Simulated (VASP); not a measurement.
# MgO in VASP: a series of runs

The runs below take MgO through single point, with r2SCAN.

Program: VASP 6.6.1. These are calculated values, not measurements. Logs are shortened: lines on timing, memory, paths and dates and some standing lists are left out, and cuts for length are marked.

**1. The cell of the first run**

It takes space group R-3m (No. 166, trigonal). Conventional cell: a = 3.710 Å, b = 3.710 Å, c = 4.441 Å, α = 90.00°, β = 90.00°, γ = 120.00°. Within 2.9 Å of Mg (site symmetry -3m) lie 8 O at 2.22 to 2.27 Å and 6 Mg at 2.60 Å. O (site symmetry -3m) has 8 Mg at 2.22 to 2.27 Å and 6 O at 2.60 Å within 2.9 Å.

**2. Single point, r2SCAN (strain along [111] -2.3%)**

Contents of POSCAR:

```
MgO
1.0
    2.6035865643     -0.0197625634     -0.0197625634
   -0.0197625634      2.6035865643     -0.0197625634
   -0.0197625634     -0.0197625634      2.6035865643
Mg O
1 1
Direct
    0.0000000000      0.0000000000      0.0000000000
    0.5000000000      0.5000000000      0.5000000000
```

Contents of INCAR.step1:

```
  PREC = Accurate
  ENCUT = 660
  ISMEAR = 0
  SIGMA = 0.01
  LREAL = False
  LASPH = True
  NELM = 120
  NBANDS = 15
  GGA = PE
  ALGO = Normal
  EDIFF = 1E-5
  LWAVE = True
  LCHARG = False
  GGA_COMPAT = False
```

Contents of INCAR.step2:

```
  PREC = Accurate
  ENCUT = 660
  EDIFF = 1E-6
  ISMEAR = 0
  SIGMA = 0.01
  LREAL = False
  LASPH = True
  NELM = 120
  ALGO = Normal
  ISIF = 2
  LWAVE = False
  LCHARG = False
  METAGGA = R2SCAN
  LMIXTAU = True
  NBANDS = 15
  ISTART = 1
  GGA_COMPAT = False
```

Contents of KPOINTS:

```
regular mesh
0
Gamma
  10 10 10
```

Potentials or basis: VASP PAW PBE potentials, release 64 (Mg_sv, O).

The run is started by

```sh
> cat potpaw_PBE.64/Mg_sv/POTCAR potpaw_PBE.64/O/POTCAR > POTCAR
> cp INCAR.step1 INCAR
> mpirun -np 1 vasp_std > vasp.out
> cp INCAR.step2 INCAR
> mpirun -np 1 vasp_std > vasp.out
```

OUTCAR:

```text
PREC = Accurate
   ENCUT = 660
   EDIFF = 1E-6
   ISMEAR = 0
   LREAL = False
   LASPH = True
   NELM = 120
   ISIF = 2
   METAGGA = R2SCAN
   ISTART = 1

 ion  position               nearest neighbor table
   1  0.000  0.000  0.000-
   2  0.500  0.500  0.500-

  LATTYP: Found a trigonal (rhomboedric) cell.
 ALAT       =     2.6037365680
 COS(alpha) =    -0.0151216720

  Lattice vectors:

 A1 = (   2.6035865643,  -0.0197625634,  -0.0197625634)
 A2 = (  -0.0197625634,   2.6035865643,  -0.0197625634)
 A3 = (  -0.0197625634,  -0.0197625634,   2.6035865643)

Analysis of symmetry for initial positions (statically):
=====================================================================
 Subroutine PRICEL returns:
 Original cell was already a primitive cell.

 Routine SETGRP: Setting up the symmetry group for a
 trigonal (rhombohedral) supercell.

 Subroutine GETGRP returns: Found 12 space group operations
 (whereof 12 operations were pure point group operations)
 out of a pool of 12 trial point group operations.

The static configuration has the point symmetry D_3d.

Analysis of symmetry for dynamics (positions and initial velocities):
=====================================================================
 Subroutine PRICEL returns:
 Original cell was already a primitive cell.

 Routine SETGRP: Setting up the symmetry group for a
 trigonal (rhombohedral) supercell.

 Subroutine GETGRP returns: Found 12 space group operations
 (whereof 12 operations were pure point group operations)
 out of a pool of 12 trial point group operations.

The dynamic configuration has the point symmetry D_3d.

 Subroutine INISYM returns: Found 12 space group operations
 (whereof 12 operations are pure point group operations),
 and found     1 'primitive' translations

----------------------------------------------------------------------------------------

                                     Primitive cell

  volume of cell :      17.6458

  direct lattice vectors                    reciprocal lattice vectors
     2.603586564 -0.019762563 -0.019762563     0.384130161  0.002938047  0.002938047
    -0.019762563  2.603586564 -0.019762563     0.002938047  0.384130161  0.002938047
    -0.019762563 -0.019762563  2.603586564     0.002938047  0.002938047  0.384130161

  length of vectors
     2.603736568  2.603736568  2.603736568     0.384152632  0.384152632  0.384152632

  position of ions in fractional coordinates (direct lattice)
     0.000000000  0.000000000  0.000000000
     0.500000000  0.500000000  0.500000000

  ion indices of the primitive-cell ions
   primitive index   ion index
                 1           1
                 2           2

----------------------------------------------------------------------------------------

 KPOINTS: regular mesh

Automatic generation of k-mesh.
 Grid dimensions read from file:
 generate k-points for:   10   10   10

 Generating k-lattice:

  Cartesian coordinates                     Fractional coordinates (reciprocal lattice)
     0.038413016  0.000293805  0.000293805     0.100000000 -0.000000000  0.000000000
     0.000293805  0.038413016  0.000293805    -0.000000000  0.100000000  0.000000000
     0.000293805  0.000293805  0.038413016     0.000000000  0.000000000  0.100000000

  Length of vectors
     0.038415263  0.038415263  0.038415263

  Shift w.r.t. Gamma in fractional coordinates (k-lattice)
     0.000000000  0.000000000  0.000000000

 Subroutine IBZKPT returns following result:
 ===========================================

 Found    116 irreducible k-points:

 Following reciprocal coordinates:
            Coordinates               Weight
  0.000000  0.000000  0.000000      1.000000
  0.100000  0.000000  0.000000      6.000000
  0.200000  0.000000  0.000000      6.000000
  0.300000 -0.000000 -0.000000      6.000000
  0.400000  0.000000  0.000000      6.000000
  0.500000  0.000000  0.000000      3.000000
[... 16 lines left out ...]
  0.300000  0.300000  0.000000      6.000000
  0.400000  0.300000  0.000000     12.000000
 [... further k-points ...]
   k-points           NKPTS =    116   k-points in BZ     NKDIM =    116   number of bands    NBANDS=     15
   number of dos      NEDOS =    301   number of ions     NIONS =      2
   total plane-waves  NPLWV =  13824
   dimension x,y,z NGX =    24 NGY =   24 NGZ =   24
   dimension x,y,z NGXF=    48 NGYF=   48 NGZF=   48
   ions per type =               1   1
   NGX,Y,Z   is equivalent  to a cutoff of  15.32, 15.32, 15.32 a.u.
   NGXF,Y,Z  is equivalent  to a cutoff of  30.65, 30.65, 30.65 a.u.
 SYSTEM =  unknown system
   PREC   = accura    normal or accurate (medium, high low for compatibility)
   ISTART =      1    job   : 0-new  1-cont  2-samecut
   ICHARG =      0    charge: 1-file 2-atom 10-const
   ISPIN  =      1    spin polarized calculation?
   LNONCOLLINEAR =      F non collinear calculations
   LSORBIT =      F    spin-orbit coupling
   LASPH  =      T    aspherical Exc in radial PAW
   ENCUT  =  660.0 eV  48.51 Ry    6.96 a.u.   5.45  5.45  5.45*2*pi/ulx,y,z
   NELM   =    120;   NELMIN=  2; NELMDL=  0     # of ELM steps
   EDIFF  = 0.1E-05   stopping-criterion for ELM
   LREAL  =      F    real-space projection
   EDIFFG = 0.1E-04   stopping-criterion for IOM
   NSW    =      0    number of steps for IOM
   IBRION =     -1    ionic relax: 0-MD 1-quasi-New 2-CG
   NFREE  =      0    steps in history (QN), initial steepest desc. (CG)
   ISIF   =      2    stress and relaxation
   ISYM   =      2    0-nonsym 1-usesym 2-fastsym
   POTIM  = 0.5000    time-step for ionic-motion
   TEBEG  =    0.0;   TEEND  =   0.0 temperature during run
   PSTRESS=    0.0 pullay stress
   NELECT =      16.0000    total number of electrons
   NUPDOWN=      -1.0000    fix difference up-down
   EMIN   =  10.00;   EMAX   =-10.00  energy-range for DOS
   EFERMI =   0.00;   METHOD = LEGACY
   ISMEAR =     0;   SIGMA  =   0.01  broadening in eV -4-tet -1-fermi 0-gaus
   EFERMI_NEDOS =   21; number of points for ismear=-14 and -15
   IALGO  =     38    algorithm
   IMIX   =      4    mixing-type and parameters
     AMIX     =   0.40;   BMIX     =  1.00
     AMIX_MAG =   1.60;   BMIX_MAG =  1.00
  volume/ion in A,a.u.               =       8.82        59.54
  Fermi-wavevector in a.u.,A,eV,Ry     =   1.584533  2.994333 34.160757  2.510745
  Thomas-Fermi vector in A             =   2.684136
   LORBIT       =      0    0 simple, 1 ext, 2 COOP (PROOUT), +10 PAW based schemes
   METAGGA = R2SCAN    functional components
   LHFCALC =     F    Hartree Fock is set to
   AEXX    =    0.0000 exact exchange contribution
   IVDW    =     0    specifies the selected vdW correction
   LEPSILON=     F    determine dielectric tensor
   LRPA    =     F    only Hartree local field effects (RPA)
 non-spin polarized calculation
 Gauss-broadening in eV      SIGMA  =   0.01
  energy-cutoff  :      660.00
  volume of cell :       17.65
 maximum number of plane-waves:       699
 NGX is ok and might be reduce to    24
   NGX = 11   NGY = 11   NGZ = 11

 number of electron      16.0000009 magnetization

 Free energy of the ion-electron system (eV)
  ---------------------------------------------------
  ext. energy  EPLUGINS =         0.00000000
  ---------------------------------------------------
  free energy    TOTEN  =       -14.55450503 eV

  energy without entropy =      -14.55450503  energy(sigma->0) =      -14.55450503

 E-fermi :   4.9682     XC(G=0): -12.4767

 val. band max:        4.7418096209   @ k =   0.5000   0.5000   0.0000
 cond. band min:       8.5036878744   @ k =   0.0000   0.0000   0.0000
 fundamental gap:      3.7618782536
 Fermi energy:         4.9681524456

 k-point     1 :       0.0000    0.0000    0.0000
  band No.  band energies     occupation
      1     -72.8285      2.00000
      2     -37.8882      2.00000
      3     -37.8882      2.00000
      4     -37.8761      2.00000
      5     -14.9847      2.00000
      6       3.5795      2.00000
      7       3.7078      2.00000
      8       3.7078      2.00000
      9       8.5037      0.00000
     10      16.2856      0.00000
     11      16.2856      0.00000
     12      27.0067      0.00000
     13      27.0067      0.00000
     14      27.5232      0.00000
     15      33.9983      0.00000

 k-point     2 :       0.1000    0.0000    0.0000
  band No.  band energies     occupation
      1     -72.8271      2.00000
      2     -37.8996      2.00000
      3     -37.8870      2.00000
      4     -37.8776      2.00000
      5     -14.8796      2.00000
      6       2.8419      2.00000
      7       3.6679      2.00000
      8       3.7511      2.00000
      9       9.0847      0.00000
     10      16.5065      0.00000
     11      16.5526      0.00000
     12      26.8029      0.00000
     13      26.9609      0.00000
     14      27.4697      0.00000
     15      33.0881      0.00000

 k-point     3 :       0.2000    0.0000    0.0000
  band No.  band energies     occupation
      1     -72.8236      2.00000
      2     -37.9340      2.00000
      3     -37.8836      2.00000
      4     -37.8751      2.00000
      5     -14.5895      2.00000
      6       1.2056      2.00000
      7       3.7761      2.00000
      8       3.8672      2.00000
      9      10.1926      0.00000
     10      16.9547      0.00000
     11      17.1657      0.00000
     12      26.1950      0.00000
     13      26.3676      0.00000
     14      28.1437      0.00000
     15      30.8940      0.00000
[... 343 lines left out ...]
 k-point    23 :       0.3000    0.3000    0.0000
  band No.  band energies     occupation
      1     -72.8103      2.00000
      2     -37.9663      2.00000
      3     -37.9623      2.00000
      4     -37.8673      2.00000
      5     -13.5370      2.00000
      6       0.1441      2.00000
      7       0.8209      2.00000
      8       4.3207      2.00000
      9      13.1964      0.00000
     10      15.7074      0.00000
     11      18.1638      0.00000
     12      23.6801      0.00000
     13      25.6962      0.00000
     14      27.1624      0.00000
     15      27.7617      0.00000

 k-point    24 :       0.4000    0.3000    0.0000
  band No.  band energies     occupation
      1     -72.8069      2.00000
      2     -37.9979      2.00000
      3     -37.9589      2.00000
      4     -37.8643      2.00000
      5     -13.2543      2.00000
      6      -0.5774      2.00000
      7       0.9208      2.00000
      8       4.4654      2.00000
      9      12.9499      0.00000
     10      15.7646      0.00000
     11      18.3013      0.00000
     12      22.6234      0.00000
     13      25.3017      0.00000
     14      26.7962      0.00000
     15      29.3675      0.00000

 [... further k-points ...]

------------------------ aborting loop because EDIFF is reached ----------------------------------------

  FORCE on cell =-STRESS in cart. coord.  units (eV):
  Direction    XX          YY          ZZ          XY          YZ          ZX
  --------------------------------------------------------------------------------------
  -------------------------------------------------------------------------------------
  Total        0.4065414      0.4065414      0.4065414     -0.0981955     -0.0981955     -0.0981955
  in kB       36.9126140     36.9126140     36.9126140     -8.9158267     -8.9158267     -8.9158267
  external PRESSURE =      36.9126140 kB  Pullay stress =       0.0000000 kB

 VOLUME and BASIS-vectors are now :
 -----------------------------------------------------------------------------
  energy-cutoff  :      660.00
  volume of cell :       17.65
      direct lattice vectors                 reciprocal lattice vectors
     2.603586564 -0.019762563 -0.019762563     0.384130161  0.002938047  0.002938047
    -0.019762563  2.603586564 -0.019762563     0.002938047  0.384130161  0.002938047
    -0.019762563 -0.019762563  2.603586564     0.002938047  0.002938047  0.384130161

 POSITION                                       TOTAL-FORCE (eV/Angst)
 -----------------------------------------------------------------------------------
      0.00000      0.00000      0.00000         0.000000     -0.000000      0.000000
      1.28203      1.28203      1.28203        -0.000000      0.000000      0.000000
 -----------------------------------------------------------------------------------
    total drift:                                0.000000      0.000000     -0.000000

  FREE ENERGIE OF THE ION-ELECTRON SYSTEM (eV)
  ---------------------------------------------------
  free  energy   TOTEN  =       -14.5545050346 eV

  energy  without entropy=      -14.5545050346  energy(sigma->0) =      -14.55450503
```

Run time: 72 s. Hardware: 1 thread of AMD EPYC 9R45 (Zen 5), shared host; peak memory 0.14 GiB.

Results:

- Free energy: -14.5545 eV
- Pressure: 3.7 GPa
- Band gap on the k mesh: 3.76 eV (least direct gap 4.80 eV)

Stress tensor (GPa, compression positive):
```
 3.69 -0.89 -0.89
-0.89  3.69 -0.89
-0.89 -0.89  3.69
```

Levels at points of the mesh, in eV from the valence-band top:
```
           k point  band 4  band 5  band 6  band 7  band 8  band 9  band 10  band 11  band 12  band 13
(0.00, 0.00, 0.00)  -42.62  -19.73   -1.16   -1.03   -1.03    3.76    11.54    11.54    22.26    22.26
(0.50, 0.00, 0.00)  -42.61  -18.43   -6.72   -0.66   -0.55    8.28    10.99    16.01    18.59    19.66
(0.50, 0.50, 0.00)  -42.60  -17.55   -5.00   -4.89    0.00    6.07    13.66    13.95    14.66    20.64
(0.50, 0.50, 0.50)  -42.71  -16.64   -3.92   -3.92   -3.85    8.43     8.43     8.93    18.67    20.57
```

Caveat: the cell differs from its parent crystal (strain along [111] -2.3%); the cell stands under pressure; the PAW data sets were made with another functional, which shifts forces and pressure a little.

**3. Single point, r2SCAN (strain along [111] -2.3%)**

POSCAR is that of step 2.

INCAR.step1: that of step 2 with these lines changed.

```diff
@@ -1,3 +1,3 @@
   PREC = Accurate
-  ENCUT = 660
+  ENCUT = 750
   ISMEAR = 0
```

INCAR.step2: that of step 2 with these lines changed.

```diff
@@ -1,3 +1,3 @@
   PREC = Accurate
-  ENCUT = 660
+  ENCUT = 750
   EDIFF = 1E-6
```

KPOINTS is that of step 2.

Potentials or basis: VASP PAW PBE potentials, release 64 (Mg_sv, O).

The run is started by

```sh
> cat potpaw_PBE.64/Mg_sv/POTCAR potpaw_PBE.64/O/POTCAR > POTCAR
> cp INCAR.step1 INCAR
> mpirun -np 1 vasp_std > vasp.out
> cp INCAR.step2 INCAR
> mpirun -np 1 vasp_std > vasp.out
```

Wall time 95 s (1 thread of AMD EPYC 9R45 (Zen 5), shared host); peak memory 0.15 GiB.

Results (log left out):

```
Free energy            : -14.5454 eV
Pressure               : 3.9 GPa
Band gap on the k mesh : 3.75 eV (least direct gap 4.79 eV)
```

Stress tensor (GPa, compression positive):
```
 3.86 -0.90 -0.90
-0.90  3.86 -0.90
-0.90 -0.90  3.86
```

Levels at points of the mesh, in eV from the valence-band top:
| k point | band 4 | band 5 | band 6 | band 7 | band 8 | band 9 | band 10 | band 11 | band 12 | band 13 |
| --- | --- | --- | --- | --- | --- | --- | --- | --- | --- | --- |
| (0.00, 0.00, 0.00) | -42.62 | -19.73 | -1.16 | -1.03 | -1.03 | 3.75 | 11.55 | 11.55 | 22.27 | 22.27 |
| (0.50, 0.00, 0.00) | -42.61 | -18.43 | -6.73 | -0.66 | -0.55 | 8.28 | 10.98 | 16.01 | 18.59 | 19.66 |
| (0.50, 0.50, 0.00) | -42.60 | -17.55 | -5.00 | -4.89 | 0.00 | 6.06 | 13.67 | 13.95 | 14.66 | 20.64 |
| (0.50, 0.50, 0.50) | -42.71 | -16.64 | -3.92 | -3.92 | -3.85 | 8.43 | 8.43 | 8.93 | 18.64 | 20.57 |

Caveat: the cell differs from its parent crystal (strain along [111] -2.3%); the cell stands under pressure; the PAW data sets were made with another functional, which shifts forces and pressure a little.

**4. Single point, r2SCAN (uniaxial x strain -4.2%)**

Contents of POSCAR:

```
MgO
1.0
    2.5126437946      0.0000000000      0.0000000000
    0.0000000000      2.6233491278      0.0000000000
    0.0000000000      0.0000000000      2.6233491278
Mg O
1 1
Direct
    0.0000000000      0.0000000000      0.0000000000
    0.5000000000      0.5000000000      0.5000000000
```

Contents of INCAR.step1:

```
PREC     = Accurate       # precision mode
ENCUT    = 750            # plane-wave cutoff, eV
ISMEAR   = 0              # smearing method
SIGMA    = 0.01           # smearing width, eV
LREAL    = F              # projectors in reciprocal space
LASPH    = T              # aspherical terms in the spheres
NELM     = 120            # most SCF steps
NBANDS   = 15             # bands
GGA      = PE             # functional
ALGO     = Normal         # electronic algorithm
EDIFF    = 1E-5           # SCF threshold, eV
LWAVE    = T              # write WAVECAR
LCHARG   = F              # write CHGCAR
GGA_COMPAT= F
```

Contents of INCAR.step2:

```
PREC     = Accurate       # precision mode
ENCUT    = 750            # plane-wave cutoff, eV
EDIFF    = 1E-6           # SCF threshold, eV
ISMEAR   = 0              # smearing method
SIGMA    = 0.01           # smearing width, eV
LREAL    = F              # projectors in reciprocal space
LASPH    = T              # aspherical terms in the spheres
NELM     = 120            # most SCF steps
ALGO     = Normal         # electronic algorithm
ISIF     = 2              # what is computed and relaxed
LWAVE    = F              # write WAVECAR
LCHARG   = F              # write CHGCAR
METAGGA  = R2SCAN         # meta-GGA
LMIXTAU  = T            
NBANDS   = 15             # bands
ISTART   = 1            
GGA_COMPAT= F
```

KPOINTS is that of step 3.

The run is started by

```sh
> cat potpaw_PBE.64/Mg_sv/POTCAR potpaw_PBE.64/O/POTCAR > POTCAR
> cp INCAR.step1 INCAR
> mpirun -np 1 vasp_std > vasp.out
> cp INCAR.step2 INCAR
> mpirun -np 1 vasp_std > vasp.out
```

Wall time 2 min (1 thread of AMD EPYC 7R13 (Zen 3), shared host); peak memory 0.15 GiB.

The run converged. Its results:

- Free energy: -14.4785 eV
- Pressure: 7.4 GPa
- Band gap on the k mesh: 3.56 eV (least direct gap 4.50 eV)

Stress tensor (GPa, compression positive):
```
28.81  0.00  0.00
 0.00 -3.23  0.00
 0.00  0.00 -3.23
```

Levels at points of the mesh, in eV from the valence-band top:
| k point | band 4 | band 5 | band 6 | band 7 | band 8 | band 9 | band 10 | band 11 | band 12 | band 13 |
| --- | --- | --- | --- | --- | --- | --- | --- | --- | --- | --- |
| (0.00, 0.00, 0.00) | -42.95 | -20.20 | -1.66 | -1.66 | -0.94 | 3.56 | 10.81 | 11.78 | 21.99 | 21.99 |
| (0.50, 0.00, 0.00) | -42.93 | -18.69 | -7.04 | -1.07 | -1.07 | 7.81 | 11.16 | 15.82 | 18.14 | 19.30 |
| (0.00, 0.50, 0.00) | -42.93 | -18.93 | -7.26 | -1.21 | -0.54 | 8.25 | 10.68 | 15.83 | 18.68 | 18.71 |
| (0.50, 0.50, 0.00) | -42.92 | -17.85 | -5.36 | -5.26 | -0.46 | 6.03 | 13.27 | 14.00 | 14.09 | 19.88 |
| (0.00, 0.50, 0.50) | -42.94 | -18.08 | -5.50 | -5.50 | 0.00 | 5.39 | 13.82 | 13.82 | 15.40 | 21.57 |
| (0.50, 0.50, 0.50) | -43.03 | -16.97 | -4.39 | -4.28 | -4.28 | 8.15 | 8.47 | 8.47 | 18.69 | 20.24 |

Caveat: the cell differs from its parent crystal (uniaxial x strain -4.2%); the cell stands under pressure; the PAW data sets were made with another functional, which shifts forces and pressure a little.

**5. Overview**

```tsv
cell	cutoff (eV)	mended	gap on the mesh (eV)	pressure (GPa)
a = 2.604 Å, angles 90.9°, 2 atoms	660	-	3.76	3.7
a = 2.604 Å, angles 90.9°, 2 atoms	750	yes	3.75	3.9
a = 2.513, b = 2.623, c = 2.623 Å, 2 atoms	750	yes	3.56	7.4
```

Alike in all rows: task single point; level r2SCAN; potentials or basis VASP PAW PBE potentials, release 64 (Mg_sv, O); no spin polarisation; k mesh 10 × 10 × 10; smearing gaussian 0.01 eV.

Caveats: the cell stands under pressure; the PAW data sets were made with another functional, which shifts forces and pressure a little.

Total energies depend on the potentials used, so only differences within one code and one set of settings carry meaning.
